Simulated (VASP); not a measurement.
Input of a VASP 6.6.1 run:

File POSCAR:

```
GaN
1.0
    3.1181689119      0.0000000000      0.0000000000
   -1.5590844560      2.7004134910      0.0000000000
    0.0000000000      0.0000000000      5.0778072532
Ga N
2 2
Direct
    0.3333333333      0.6666666667     -0.0008868111
    0.6666666667      0.3333333333      0.4991131889
    0.3333333333      0.6666666667      0.3758868111
    0.6666666667      0.3333333333      0.8758868111
```

File INCAR.step1:

```
PREC     = Accurate       # precision mode
ENCUT    = 520            # plane-wave cutoff, eV
ISMEAR   = 0              # smearing method
SIGMA    = 0.01           # smearing width, eV
LREAL    = False          # projectors in reciprocal space
LASPH    = True           # aspherical terms in the spheres
NELM     = 100            # most SCF steps
NBANDS   = 26             # bands
GGA      = PE             # functional
ALGO     = Normal         # electronic algorithm
EDIFF    = 1E-4           # SCF threshold, eV
LWAVE    = True           # write WAVECAR
LCHARG   = False          # write CHGCAR
```

INCAR.step2

```
PREC     = Accurate       # precision mode
ENCUT    = 520            # plane-wave cutoff, eV
EDIFF    = 1E-6           # SCF threshold, eV
ISMEAR   = 0              # smearing method
SIGMA    = 0.01           # smearing width, eV
LREAL    = False          # projectors in reciprocal space
LASPH    = True           # aspherical terms in the spheres
NELM     = 100            # most SCF steps
ALGO     = Normal         # electronic algorithm
ISIF     = 2              # what is computed and relaxed
LWAVE    = False          # write WAVECAR
LCHARG   = False          # write CHGCAR
METAGGA  = R2SCAN         # meta-GGA
LMIXTAU  = True         
NBANDS   = 26             # bands
ISTART   = 1
```

File KPOINTS:

```
Automatic mesh
0
Gamma
  9 9 4
```

Potentials or basis: VASP PAW PBE potentials, release 64 (Ga_d, N).

Run with:

```bash
$ cat potpaw_PBE.64/Ga_d/POTCAR potpaw_PBE.64/N/POTCAR > POTCAR
$ cp INCAR.step1 INCAR
$ mpirun -np 1 vasp_std > vasp.out
$ cp INCAR.step2 INCAR
$ mpirun -np 1 vasp_std > vasp.out
```

**Question.** Predict the band gap on the k mesh.

**Answer.** 2.77 eV, direct.

**Question.** What does it give for the pressure?

**Answer.** 15.2 GPa.

**Question.** Predict the largest force.

**Answer.** 0.016 eV/Å.

Stress tensor (GPa, compression positive):
```
15.29  0.00  0.00
 0.00 15.29  0.00
 0.00  0.00 15.05
```

Caveat: the PAW data sets were made with another functional, which shifts forces and pressure a little.
